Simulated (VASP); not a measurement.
# AlRu (P1) in VASP: single point with PBEsol

Aim: the single point of AlRu with PBEsol.

Everything below comes from runs of VASP 6.6.1. Logs are shortened: lines on timing, memory, paths and dates and some standing lists are left out, and cuts for length are marked.

## 1. The cell of the first run

The typed cell holds 2 atoms: a = 2.960 Å, b = 2.982 Å, c = 2.974 Å, α = 89.24°, β = 90.29°, γ = 89.13°.

## 2. Single point, PBEsol (atoms moved at random and the cell strained at random)

Contents of INCAR:

```
SYSTEM = AlRu
ALGO = Normal
EDIFF = 1E-6
ENCUT = 500
GGA = PS
GGA_COMPAT = .False.
ISIF = 2
ISMEAR = 0
LASPH = .True.
LCHARG = .False.
LREAL = .False.
LWAVE = .False.
NBANDS = 16
NELM = 120
PREC = Accurate
SIGMA = 0.15
```

Contents of KPOINTS:

```
k-points
0
Gamma
  12 12 12
  0 0 0
```

Contents of POSCAR:

```
AlRu
1.0
    2.9602890583      0.0226544196     -0.0076664106
    0.0226544196      2.9821326556      0.0197031099
   -0.0076664106      0.0197031099      2.9744166754
Al Ru
1 1
Direct
    0.0559386695      0.0575550326     -0.1286825881
    0.4440613305      0.4424449674      0.6286825881
```

Potentials or basis: VASP PAW PBE potentials, release 64 (Al, Ru_pv).

The run is started by

```bash
cat potpaw_PBE.64/Al/POTCAR potpaw_PBE.64/Ru_pv/POTCAR > POTCAR
mpirun -np 1 vasp_std > vasp.out
```

OUTCAR:

```text
SYSTEM = AlRu
   EDIFF = 1E-6
   ENCUT = 500
   GGA = PS
   ISIF = 2
   ISMEAR = 0
   LASPH = .True.
   LREAL = .False.
   NELM = 120
   PREC = Accurate

 ion  position               nearest neighbor table
   1  0.056  0.058  0.871-   2 1.78   2 2.24   2 2.28   2 2.70   2 2.79   2 3.09   2 3.12
   2  0.444  0.442  0.629-   1 1.78   1 2.24   1 2.28   1 2.70   1 2.79   1 3.09   1 3.12

  LATTYP: Found a triclinic cell.
 ALAT       =     6.6698901103
 B/A-ratio  =     0.9954479840
 C/A-ratio  =     1.3495603236
 COS(alpha) =     0.0000153174
 COS(beta)  =     0.6003204813
 COS(gamma) =     0.7970520054

  Lattice vectors:

 A1 = (  -5.9432325362,  -3.0274414948,  -0.0043702887)
 A2 = (  -5.9282445272,  -0.0256057293,   2.9897494966)
 A3 = (  -2.9902650763,  -6.0263259506,  -5.9805731600)

Analysis of symmetry for initial positions (statically):
=====================================================================
 Subroutine PRICEL returns:
 Original cell was already a primitive cell.

 Routine SETGRP: Setting up the symmetry group for a
 triclinic supercell.

 Subroutine GETGRP returns: Found  1 space group operations
 (whereof  1 operations were pure point group operations)
 out of a pool of  2 trial point group operations.

The static configuration has the point symmetry C_1 .

Analysis of symmetry for dynamics (positions and initial velocities):
=====================================================================
 Subroutine PRICEL returns:
 Original cell was already a primitive cell.

 Routine SETGRP: Setting up the symmetry group for a
 triclinic supercell.

 Subroutine GETGRP returns: Found  1 space group operations
 (whereof  1 operations were pure point group operations)
 out of a pool of  2 trial point group operations.

The dynamic configuration has the point symmetry C_1 .

 Subroutine INISYM returns: Found  1 space group operations
 (whereof  1 operations are pure point group operations),
 and found     1 'primitive' translations

----------------------------------------------------------------------------------------

                                     Primitive cell

  volume of cell :      26.2552

  direct lattice vectors                    reciprocal lattice vectors
     2.960289058  0.022654420 -0.007666411     0.337826833 -0.002572241  0.000887771
     0.022654420  2.982132656  0.019703110    -0.002572241  0.335364751 -0.002228151
    -0.007666411  0.019703110  2.974416675     0.000887771 -0.002228151  0.336217422

  length of vectors
     2.960385668  2.982283791  2.974491813     0.337837792  0.335382016  0.336225977

  position of ions in fractional coordinates (direct lattice)
     0.055938670  0.057555033  0.871317412
     0.444061330  0.442444967  0.628682588

  ion indices of the primitive-cell ions
   primitive index   ion index
                 1           1
                 2           2

----------------------------------------------------------------------------------------

 KPOINTS: k-points

Automatic generation of k-mesh.
 Grid dimensions read from file:
 generate k-points for:   12   12   12

 Generating k-lattice:

  Cartesian coordinates                     Fractional coordinates (reciprocal lattice)
     0.028152236 -0.000214353  0.000073981     0.083333333 -0.000000000  0.000000000
    -0.000214353  0.027947063 -0.000185679     0.000000000  0.083333333  0.000000000
     0.000073981 -0.000185679  0.028018119     0.000000000  0.000000000  0.083333333

  Length of vectors
     0.028153149  0.027948501  0.028018831

  Shift w.r.t. Gamma in fractional coordinates (k-lattice)
     0.000000000  0.000000000  0.000000000

 Subroutine IBZKPT returns following result:
 ===========================================

 Found    868 irreducible k-points:

 Following reciprocal coordinates:
            Coordinates               Weight
  0.000000  0.000000  0.000000      1.000000
  0.083333  0.000000  0.000000      2.000000
  0.166667  0.000000  0.000000      2.000000
  0.250000  0.000000  0.000000      2.000000
  0.333333  0.000000  0.000000      2.000000
  0.416667  0.000000  0.000000      2.000000
[... 16 lines left out ...]
  0.250000  0.166667 -0.000000      2.000000
  0.333333  0.166667  0.000000      2.000000
 [... further k-points ...]
   k-points           NKPTS =    868   k-points in BZ     NKDIM =    868   number of bands    NBANDS=     16
   number of dos      NEDOS =    301   number of ions     NIONS =      2
   total plane-waves  NPLWV =  13824
   dimension x,y,z NGX =    24 NGY =   24 NGZ =   24
   dimension x,y,z NGXF=    48 NGYF=   48 NGZF=   48
   ions per type =               1   1
   NGX,Y,Z   is equivalent  to a cutoff of  13.48, 13.38, 13.41 a.u.
   NGXF,Y,Z  is equivalent  to a cutoff of  26.96, 26.76, 26.83 a.u.
 SYSTEM =  AlRu
   PREC   = accura    normal or accurate (medium, high low for compatibility)
   ISTART =      0    job   : 0-new  1-cont  2-samecut
   ICHARG =      2    charge: 1-file 2-atom 10-const
   ISPIN  =      1    spin polarized calculation?
   LNONCOLLINEAR =      F non collinear calculations
   LSORBIT =      F    spin-orbit coupling
   LASPH  =      T    aspherical Exc in radial PAW
   ENCUT  =  500.0 eV  36.75 Ry    6.06 a.u.   5.40  5.44  5.42*2*pi/ulx,y,z
   NELM   =    120;   NELMIN=  2; NELMDL= -5     # of ELM steps
   EDIFF  = 0.1E-05   stopping-criterion for ELM
   LREAL  =      F    real-space projection
   EDIFFG = 0.1E-04   stopping-criterion for IOM
   NSW    =      0    number of steps for IOM
   IBRION =     -1    ionic relax: 0-MD 1-quasi-New 2-CG
   NFREE  =      0    steps in history (QN), initial steepest desc. (CG)
   ISIF   =      2    stress and relaxation
   ISYM   =      2    0-nonsym 1-usesym 2-fastsym
   POTIM  = 0.5000    time-step for ionic-motion
   TEBEG  =    0.0;   TEEND  =   0.0 temperature during run
   PSTRESS=    0.0 pullay stress
   NELECT =      17.0000    total number of electrons
   NUPDOWN=      -1.0000    fix difference up-down
   EMIN   =  10.00;   EMAX   =-10.00  energy-range for DOS
   EFERMI =   0.00;   METHOD = LEGACY
   ISMEAR =     0;   SIGMA  =   0.15  broadening in eV -4-tet -1-fermi 0-gaus
   EFERMI_NEDOS =   21; number of points for ismear=-14 and -15
   IALGO  =     38    algorithm
   IMIX   =      4    mixing-type and parameters
     AMIX     =   0.40;   BMIX     =  1.00
     AMIX_MAG =   1.60;   BMIX_MAG =  1.00
  volume/ion in A,a.u.               =      13.13        88.59
  Fermi-wavevector in a.u.,A,eV,Ry     =   1.416291  2.676403 27.291670  2.005881
  Thomas-Fermi vector in A             =   2.537641
   LORBIT       =      0    0 simple, 1 ext, 2 COOP (PROOUT), +10 PAW based schemes
   GGA     = PS    functional components
   LHFCALC =     F    Hartree Fock is set to
   AEXX    =    0.0000 exact exchange contribution
   IVDW    =     0    specifies the selected vdW correction
   LEPSILON=     F    determine dielectric tensor
   LRPA    =     F    only Hartree local field effects (RPA)
 non-spin polarized calculation
 Gauss-broadening in eV      SIGMA  =   0.15
  energy-cutoff  :      500.00
  volume of cell :       26.26
 maximum number of plane-waves:       686
 NGX is ok and might be reduce to    24
   NGX = 11   NGY = 11   NGZ = 11

 number of electron      17.0000001 magnetization

 Free energy of the ion-electron system (eV)
  ---------------------------------------------------
  ext. energy  EPLUGINS =         0.00000000
  ---------------------------------------------------
  free energy    TOTEN  =       -10.22615351 eV

  energy without entropy =      -10.20727020  energy(sigma->0) =      -10.21671186

 E-fermi :  10.5289     XC(G=0): -12.5621

 val. band max:       10.5282225735   @ k =  -0.4167   0.3333   0.1667
 cond. band min:      10.5318605652   @ k =   0.5000  -0.1667   0.2500
 fundamental gap:      0.0036379917
 Fermi energy:        10.5289101857

 k-point     1 :       0.0000    0.0000    0.0000
  band No.  band energies     occupation
      1     -31.3625      2.00000
      2     -31.0185      2.00000
      3     -30.8106      2.00000
      4       1.3355      2.00000
      5       5.8907      2.00000
      6       6.6568      2.00000
[... 8 lines left out ...]
     15      23.5001      0.00000
     16      24.4755      0.00000

 k-point     2 :       0.0833    0.0000    0.0000
  band No.  band energies     occupation
      1     -31.3695      2.00000
      2     -31.0265      2.00000
      3     -30.8100      2.00000
      4       1.4782      2.00000
      5       5.9663      2.00000
      6       6.7063      2.00000
[... 8 lines left out ...]
     15      23.5094      0.00000
     16      24.9575      0.00000

 k-point     3 :       0.1667    0.0000    0.0000
  band No.  band energies     occupation
      1     -31.3909      2.00000
      2     -31.0463      2.00000
      3     -30.8081      2.00000
      4       1.8932      2.00000
      5       6.1556      2.00000
      6       6.8491      2.00000
[... 8 lines left out ...]
     15      23.5077      0.00000
     16      26.4938      0.00000

 k-point     4 :       0.2500    0.0000    0.0000
  band No.  band energies     occupation
      1     -31.4255      2.00000
      2     -31.0684      2.00000
      3     -30.8045      2.00000
      4       2.5431      2.00000
      5       6.3545      2.00000
      6       7.0425      2.00000
[... 8 lines left out ...]
     15      23.5065      0.00000
     16      27.7404      0.00000

 k-point     5 :       0.3333    0.0000    0.0000
  band No.  band energies     occupation
      1     -31.4656      2.00000
      2     -31.0850      2.00000
      3     -30.8004      2.00000
      4       3.3685      2.00000
      5       6.4156      2.00000
      6       7.1677      2.00000
[... 8 lines left out ...]
     15      23.5061      0.00000
     16      26.8611      0.00000

 k-point     6 :       0.4167    0.0000    0.0000
  band No.  band energies     occupation
      1     -31.4979      2.00000
      2     -31.0942      2.00000
      3     -30.7970      2.00000
      4       4.2738      2.00000
      5       6.1421      2.00000
      6       7.1894      2.00000
[... 8 lines left out ...]
     15      23.6957      0.00000
     16      25.5433      0.00000

 k-point     7 :       0.5000    0.0000    0.0000
  band No.  band energies     occupation
      1     -31.5102      2.00000
      2     -31.0971      2.00000
      3     -30.7958      2.00000
      4       4.8947      2.00000
      5       5.7235      2.00000
      6       7.1940      2.00000
[... 8 lines left out ...]
     15      24.0250      0.00000
     16      24.6845      0.00000

 k-point     8 :       0.0000    0.0833   -0.0000
  band No.  band energies     occupation
      1     -31.3690      2.00000
      2     -31.0257      2.00000
      3     -30.8104      2.00000
      4       1.4760      2.00000
      5       5.9580      2.00000
      6       6.7063      2.00000
[... 8 lines left out ...]
     15      23.5101      0.00000
     16      24.8927      0.00000

 k-point     9 :       0.0833    0.0833   -0.0000
  band No.  band energies     occupation
      1     -31.3764      2.00000
      2     -31.0330      2.00000
      3     -30.8101      2.00000
      4       1.6094      2.00000
      5       6.0425      2.00000
      6       6.7539      2.00000
[... 8 lines left out ...]
     15      23.7453      0.00000
     16      24.7939      0.00000
[... 172 lines left out ...]
 k-point    19 :      -0.0833    0.0833   -0.0000
  band No.  band energies     occupation
      1     -31.3747      2.00000
      2     -31.0349      2.00000
      3     -30.8099      2.00000
      4       1.6255      2.00000
      5       6.0352      2.00000
      6       6.7530      2.00000
[... 8 lines left out ...]
     15      23.6133      0.00000
     16      25.2365      0.00000

 k-point    20 :       0.0000    0.1667   -0.0000
  band No.  band energies     occupation
      1     -31.3887      2.00000
      2     -31.0437      2.00000
      3     -30.8094      2.00000
      4       1.8849      2.00000
      5       6.1256      2.00000
      6       6.8471      2.00000
[... 8 lines left out ...]
     15      23.5079      0.00000
     16      26.3565      0.00000

 k-point    21 :       0.0833    0.1667   -0.0000
  band No.  band energies     occupation
      1     -31.3956      2.00000
      2     -31.0510      2.00000
      3     -30.8093      2.00000
      4       2.0063      2.00000
      5       6.2270      2.00000
      6       6.8901      2.00000
[... 8 lines left out ...]
     15      23.6379      0.00000
     16      25.7792      0.00000

 k-point    22 :       0.1667    0.1667   -0.0000
  band No.  band energies     occupation
      1     -31.4137      2.00000
      2     -31.0722      2.00000
      3     -30.8081      2.00000
      4       2.3868      2.00000
      5       6.4842      2.00000
      6       7.0086      2.00000
[... 8 lines left out ...]
     15      24.6473      0.00000
     16      25.1867      0.00000

 k-point    23 :       0.2500    0.1667   -0.0000
  band No.  band energies     occupation
      1     -31.4428      2.00000
      2     -31.0975      2.00000
      3     -30.8054      2.00000
      4       2.9834      2.00000
      5       6.7648      2.00000
      6       7.1562      2.00000
[... 8 lines left out ...]
     15      24.1708      0.00000
     16      25.3939      0.00000

 k-point    24 :       0.3333    0.1667    0.0000
  band No.  band energies     occupation
      1     -31.4771      2.00000
      2     -31.1179      2.00000
      3     -30.8018      2.00000
      4       3.7327      2.00000
      5       6.7635      2.00000
      6       7.2530      2.00000
[... 8 lines left out ...]
     15      23.5162      0.00000
     16      25.7906      0.00000

 [... further k-points ...]

------------------------ aborting loop because EDIFF is reached ----------------------------------------

  FORCE on cell =-STRESS in cart. coord.  units (eV):
  Direction    XX          YY          ZZ          XY          YZ          ZX
  --------------------------------------------------------------------------------------
  -------------------------------------------------------------------------------------
  Total       16.5595176     15.9192963      4.5842926      8.8691781     -7.9679296     -7.6286687
  in kB     1010.5147270    971.4463759    279.7481994    541.2256147   -486.2285499   -465.5257624
  external PRESSURE =     753.9031008 kB  Pullay stress =       0.0000000 kB

 VOLUME and BASIS-vectors are now :
 -----------------------------------------------------------------------------
  energy-cutoff  :      500.00
  volume of cell :       26.26
      direct lattice vectors                 reciprocal lattice vectors
     2.960289058  0.022654420 -0.007666411     0.337826833 -0.002572241  0.000887771
     0.022654420  2.982132656  0.019703110    -0.002572241  0.335364751 -0.002228151
    -0.007666411  0.019703110  2.974416675     0.000887771 -0.002228151  0.336217422

 POSITION                                       TOTAL-FORCE (eV/Angst)
 -----------------------------------------------------------------------------------
      0.16022      0.19007      2.59237       -10.714276    -11.230039      9.783502
      1.31975      1.34188      1.87528        10.714276     11.230039     -9.783502
 -----------------------------------------------------------------------------------
    total drift:                                0.000315      0.000436      0.000041

  FREE ENERGIE OF THE ION-ELECTRON SYSTEM (eV)
  ---------------------------------------------------
  free  energy   TOTEN  =       -10.2261535145 eV

  energy  without entropy=      -10.2072702018  energy(sigma->0) =      -10.21671186
```

Run time: 2.1 min. Hardware: 1 thread of Intel Xeon Platinum 8375C at 2.90GHz (Ice Lake), shared host; peak memory 0.42 GiB.

Results:

* Free energy: -10.2262 eV
* Pressure: 75.4 GPa
* Largest force: 18.347 eV/Å
* Band gap on the k mesh: zero (an odd number of electrons rules out a gap without spin polarisation)

Forces in eV/Å, atoms in the order of the input:
```
Al  -10.714 -11.230   9.784
Ru   10.714  11.230  -9.784
```

Stress tensor (GPa, compression positive):
```
101.05  54.12 -46.55
 54.12  97.14 -48.62
-46.55 -48.62  27.97
```

Caveat: the cell differs from its parent crystal (atoms moved at random and the cell strained at random); atoms lie so close that the PAW spheres overlap strongly, which falsifies energies and pressures; the stress differs along the axes, from 28 to 101 GPa; the PAW data sets were made with another functional, which shifts forces and pressure a little.
